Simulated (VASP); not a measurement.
Write the native input for VASP 6.6.1 that does the following.

- Task: single point
- Functional: r2SCAN
- Potentials or basis: VASP PAW PBE potentials, release 64 (Ga_d, C)
- Cutoff: 520 eV
- k mesh: 6 × 6 × 4
- Occupations: gaussian, width 0.1 eV
- Spin: no spin polarisation
- Dipole correction: no
- Further INCAR settings: ALGO = Normal; EDIFF = 1e-06; NBANDS = 25

GaC:

```xyz
4
Lattice="3.2223 0.0000 0.0000 -1.6111 2.7906 0.0000 0.0000 0.0000 5.5829" Properties=species:S:1:pos:R:3 pbc="T T T"
Ga    0.0000    1.8604    0.0750
Ga    1.6111    0.9302    2.8665
C     0.0000    1.8604    2.0582
C     1.6111    0.9302    4.8497
```

One way to write it, as run:

POSCAR

```
GaC
1.0
    3.2222839991      0.0000000000      0.0000000000
   -1.6111419996      2.7905798015      0.0000000000
    0.0000000000      0.0000000000      5.5829016719
Ga C
2 2
Direct
    0.3333333333      0.6666666667      0.0134380751
    0.6666666667      0.3333333333      0.5134380751
    0.3333333333      0.6666666667      0.3686619249
    0.6666666667      0.3333333333      0.8686619249
```

INCAR.step1

```
SYSTEM = GaC
PREC = Accurate
ENCUT = 520
ISMEAR = 0
SIGMA = 0.1
LREAL = .FALSE.
LASPH = .TRUE.
NELM = 80
NBANDS = 25
GGA = PE
ALGO = Normal
EDIFF = 1E-4
LWAVE = .TRUE.
LCHARG = .FALSE.
```

INCAR.step2

```
SYSTEM = GaC
PREC = Accurate
ENCUT = 520
EDIFF = 1E-6
ISMEAR = 0
SIGMA = 0.1
LREAL = .FALSE.
LASPH = .TRUE.
NELM = 80
ALGO = Normal
ISIF = 2
LWAVE = .FALSE.
LCHARG = .TRUE.
METAGGA = R2SCAN
LMIXTAU = .TRUE.
LELF = .TRUE.
LVHAR = .TRUE.
NBANDS = 25
ISTART = 1
```

KPOINTS

```
regular mesh
0
G
  6 6 4
  0 0 0
```

Potentials or basis: VASP PAW PBE potentials, release 64 (Ga_d, C).

The run is started by

```sh
$ cat potpaw_PBE.64/Ga_d/POTCAR potpaw_PBE.64/C/POTCAR > POTCAR
$ cp INCAR.step1 INCAR
$ mpirun -np 1 vasp_std > vasp.out
$ cp INCAR.step2 INCAR
$ mpirun -np 1 vasp_std > vasp.out
```

It gave:

```yaml
Pressure: 0.7 GPa
Largest_force: 0.017 eV/Å
Band_gap_on_the_k_mesh: zero (bands 17 and 18 overlap by 3.60 eV)
```

Caveat: the k points lie up to 0.38 Å⁻¹ apart, too coarse for converged energies and pressures of a metal; the PAW data sets were made with another functional, which shifts forces and pressure a little.

Run time: 45 s on 1 thread of Intel(R) Xeon(R) 6975P-C (Granite Rapids) (shared host), peak memory 0.17 GiB.
